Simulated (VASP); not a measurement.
Wanted: the native input for a VASP 6.6.1 run.

- Task: single point
- Functional: PBE
- Potentials or basis: VASP PAW PBE potentials, release 64 (Ti_sv, Ru_pv, Au)
- Cutoff: 520 eV
- k mesh: 3 × 3 × 1
- Occupations: fermi-dirac, width 0.1 eV
- Spin: no spin polarisation
- Dipole correction: no
- Further INCAR settings: LREAL = Auto; ALGO = Normal; EDIFF = 1e-06; NBANDS = 124

The structure of Ti8Ru8Au lies in POSCAR:

```
Ti8Ru8Au
1.0
    6.1400000000      0.0000000000      0.0000000000
    0.0000000000      6.1400000000      0.0000000000
    0.0000000000      0.0000000000     16.6050000000
Ti Ru Au
8 8 1
Direct
    0.2502592834      0.2492364821      0.1342639566
    0.2450068404      0.2537628664      0.3222657633
    0.2502083062      0.7501644951      0.1342672689
    0.2452382736      0.7451371336      0.3223270702
    0.7493136808      0.2492687296      0.1342622102
    0.7535491857      0.2535333876      0.3222268594
    0.7492851792      0.7502092834      0.1342640169
    0.7538631922      0.7449912052      0.3222934056
    0.0000000000      0.0000000000      0.0602228245
   -0.0003320847     -0.0004296417      0.2396138512
    0.0000000000      0.5000000000      0.0602228245
   -0.0003003257      0.4996547231      0.2356752785
    0.5000000000      0.0000000000      0.0602228245
    0.4996221498     -0.0004309446      0.2414232460
    0.5000000000      0.5000000000      0.0602228245
    0.4996241042      0.4996356678      0.2396140319
    0.9985084691      0.4982001629      0.4337142427
```

These files were run (other wordings do the same):

INCAR

```
SYSTEM = Ti8Ru8Au
PREC = Accurate
ENCUT = 520
EDIFF = 1E-6
ISMEAR = -1
SIGMA = 0.1
LREAL = Auto
LASPH = .TRUE.
NELM = 80
ALGO = Normal
ISIF = 2
LWAVE = .FALSE.
LCHARG = .FALSE.
GGA = PE
NBANDS = 124
```

KPOINTS

```
Automatic mesh
0
G
  3 3 1
  0 0 0
```

Potentials or basis: VASP PAW PBE potentials, release 64 (Ti_sv, Ru_pv, Au).

The run is started by

```sh
$ cat potpaw_PBE.64/Ti_sv/POTCAR potpaw_PBE.64/Ru_pv/POTCAR potpaw_PBE.64/Au/POTCAR > POTCAR
$ mpirun -np 1 vasp_std > vasp.out
```

Results of the run:

The largest force is 0.168 eV/Å.

Wall time 23 min on 1 thread of Intel(R) Xeon(R) Platinum 8259CL CPU @ 2.50GHz (Skylake/Cascade Lake), with other jobs on the host, peak memory 0.74 GiB.
